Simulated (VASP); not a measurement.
Set up this calculation in VASP 6.6.1, as the native input.

* Task: single point
* Functional: PBE
* Potentials or basis: VASP PAW PBE potentials, release 64 (Co)
* Cutoff: 520 eV
* k mesh: 13 × 13 × 13
* Occupations: fermi-dirac, width 0.05 eV
* Spin: collinear spin, ferromagnetic start
* Starting moments: [2.0] μB
* Dipole correction: no
* Further INCAR settings: ALGO = Normal; EDIFF = 1e-06; NBANDS = 14

The structure of Co lies in POSCAR:

```
Co
1.0
   -1.4298234531      1.4298234531      1.4298234531
    1.4298234531     -1.4298234531      1.4298234531
    1.4298234531      1.4298234531     -1.4298234531
Co
1
Direct
    0.0000000000      0.0000000000      0.0000000000
```

This isn't the form of Co at room conditions, which is hcp.

One way to write it, as run:

INCAR

```
ALGO = Normal ; EDIFF = 1E-6
ENCUT = 520 ; GGA = PE
ISIF = 2 ; ISMEAR = -1
ISPIN = 2 ; LASPH = T
LCHARG = F ; LMAXMIX = 4
LORBIT = 11 ; LREAL = F
LWAVE = F ; MAGMOM = 2
NBANDS = 14 ; NELM = 150
PREC = Accurate ; SIGMA = 0.05
```

KPOINTS

```
k-points
0
Gamma
  13 13 13
```

Potentials or basis: VASP PAW PBE potentials, release 64 (Co).

Launch:

```bash
$ cat potpaw_PBE.64/Co/POTCAR > POTCAR
$ mpirun -np 1 vasp_std > vasp.out
```

Results of the run:

* Pressure: -10.3 GPa
* Net moment: 1.74 μB per cell
* Site moments: Co +1.77 μB
* Valence electrons inside the program's atomic spheres: Co 8.13

Caveat: the cell stands under tension.

Run time: 17 s on 1 thread of Intel(R) Xeon(R) Platinum 8559C (Emerald Rapids), on a shared host, peak memory 0.14 GiB.
